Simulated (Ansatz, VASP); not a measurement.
# Two plane-wave programs on KI

```xyz
2
Lattice="0.0000 3.9564 2.7972 3.9564 0.0000 2.7972 3.9564 3.9564 0.0000" Properties=species:S:1:pos:R:3 pbc="T T T"
K     0.0000    0.0000    0.0000
I     3.9564    3.9564    2.7972
```

Alike in both runs: task single point; functional r2SCAN; k mesh 6 × 6 × 6; occupations gaussian, width 0.05 eV; no spin polarisation.

|  | VASP | Ansatz |
| --- | --- | --- |
| version | VASP 6.6.1 | Ansatz 0.2.0 |
| potentials or method | VASP PAW PBE potentials, release 64 (K_sv, I), cutoff 520 eV | scalar-relativistic, plane waves, PAW |
| valence electrons in the cell | 16 | 26 |

Ansatz gave:

```
gap on the k mesh at the Fermi level (eV)                     : 3.63
least direct gap on the mesh (eV)                             : 3.63
pressure (GPa)                                                : 7.2
traceless stress, the component that is largest in VASP (GPa) : 17.04
```

**Question.** Which values does VASP return?

**Answer.** gap on the k mesh at the Fermi level (eV): 3.63; least direct gap on the mesh (eV): 3.63; pressure (GPa): 7.3; traceless stress, the component that is largest in VASP (GPa): 17.21.

VASP's potentials were made for PBE, not for r2SCAN. With one functional, cell and mesh, what is left measures potentials, basis and numerics. VASP's potentials hold 16 valence electrons a cell and Ansatz's 26, so a difference there can come from the potentials and not from the codes.

Spin-orbit coupling is off throughout.
